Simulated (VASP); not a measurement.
Here is a VASP 6.6.1 calculation.

INCAR

```
PREC     = Accurate       # precision mode
ENCUT    = 600            # plane-wave cutoff, eV
EDIFF    = 1E-6           # SCF threshold, eV
ISMEAR   = 1              # smearing method
SIGMA    = 0.5            # smearing width, eV
LREAL    = False          # projectors in reciprocal space
LASPH    = True           # aspherical terms in the spheres
NELM     = 120            # most SCF steps
ALGO     = Normal         # electronic algorithm
ISIF     = 2              # what is computed and relaxed
LWAVE    = False          # write WAVECAR
LCHARG   = False          # write CHGCAR
GGA      = PE             # functional
NBANDS   = 16             # bands
GGA_COMPAT= False
```

File KPOINTS:

```
Automatic mesh
0
Gamma
  6 6 6
```

Contents of POSCAR:

```
ZnO
1.0
    2.6461709590      0.0000000000      0.0000000000
    0.0000000000      2.6461709590      0.0000000000
    0.0000000000      0.0000000000      2.6461709590
Zn O
1 1
Direct
    0.0000000000      0.0000000000      0.0000000000
    0.5000000000      0.5000000000      0.5000000000
```

Potentials or basis: VASP PAW PBE potentials, release 64 (Zn, O).

The run is started by

```sh
$ cat potpaw_PBE.64/Zn/POTCAR potpaw_PBE.64/O/POTCAR > POTCAR
$ mpirun -np 1 vasp_std > vasp.out
```

(1) What does it give for the pressure?

(2) Estimate the band gap on the k mesh.

Results:

(1) 9.1 GPa.

(2) zero (band 9 reaches 3.58 eV, above the bottom of band 10 at 2.98 eV).

Caveat: the k points lie up to 0.40 Å⁻¹ apart.
